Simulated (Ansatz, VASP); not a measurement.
ZnGa2O2: VASP beside Ansatz

File INCAR:

```
PREC = Accurate
ENCUT = 520
EDIFF = 1E-7
ISMEAR = 0
SIGMA = 0.2
LREAL = False
LASPH = True
NELM = 100
ALGO = Normal
ISIF = 2
LWAVE = False
LCHARG = True
GGA = PE
LELF = True
LVHAR = True
NBANDS = 61
```

KPOINTS

```
Automatic mesh
0
Gamma
  6 4 4
```

The input POSCAR:

```
ZnGa2O2
1.0
    0.0000000000      0.0000000000     -3.6281996198
    2.6946841075     -4.6673297846      0.0000000000
   -8.0840523226     -4.6673297846      0.0000000000
Zn Ga O
2 4 4
Direct
    0.0000000000      0.5000000000      0.5000000000
    0.0000000000      0.0000000000      0.0000000000
    0.0000000000      0.5000000000      0.8333333333
    0.0000000000      0.0000000000      0.3333333333
    0.0000000000      0.0000000000      0.6666666667
    0.0000000000      0.5000000000      0.1666666667
    0.5000000000      0.5000000000      0.8333333333
    0.5000000000      0.0000000000      0.3333333333
    0.5000000000      0.0000000000      0.6666666667
    0.5000000000      0.5000000000      0.1666666667
```

Input for Ansatz:

```yaml
crystal:
  lattice:
    - [0.0, 0.0, -3.6281996198]
    - [2.6946841075, -4.6673297846, 0.0]
    - [-8.0840523226, -4.6673297846, 0.0]
  atoms:
    - { symbol: Zn, position: [0.0, 0.5, 0.5] }
    - { symbol: Zn, position: [0.0, 0.0, 0.0] }
    - { symbol: Ga, position: [0.0, 0.5, 0.8333333333] }
    - { symbol: Ga, position: [0.0, 0.0, 0.3333333333] }
    - { symbol: Ga, position: [0.0, 0.0, 0.6666666667] }
    - { symbol: Ga, position: [0.0, 0.5, 0.1666666667] }
    - { symbol: O, position: [0.5, 0.5, 0.8333333333] }
    - { symbol: O, position: [0.5, 0.0, 0.3333333333] }
    - { symbol: O, position: [0.5, 0.0, 0.6666666667] }
    - { symbol: O, position: [0.5, 0.5, 0.1666666667] }
basis:
  ecutwfc: 420
kpoints:
  mp_grid: { grid: [6, 4, 4] }
hamiltonian:
  xc: pbe
scf:
  occupations: { method: gaussian, width: 0.2 }
  lower_state_search: "off"
output:
  forces: true
  stress: true
  eigenvalues: true
```

Alike in both runs: task single point; functional PBE; k mesh 6 × 4 × 4; occupations gaussian, width 0.2 eV; no spin polarisation.

```csv
,VASP,Ansatz
version,VASP 6.6.1,Ansatz 0.2.0
potentials or method,"VASP PAW PBE potentials, release 64 (Zn, Ga_d, O), cutoff 520 eV","scalar-relativistic, plane waves, PAW"
valence electrons in the cell,100,100
```

```tsv
	VASP	Ansatz	Ansatz less VASP
gap on the k mesh at the Fermi level (eV)	none	none	-
pressure (GPa)	-0.1	-0.2	-0.08
traceless stress, the component that is largest in VASP (GPa)	0.19	-0.18	-0.365
rms of the force components (eV/Å)	0.004	0.004	+0.0002
```

Atom by atom the forces differ by 0.000 eV/Å (rms over components). A gap of «none» marks a metal or a gap that the smearing closes.
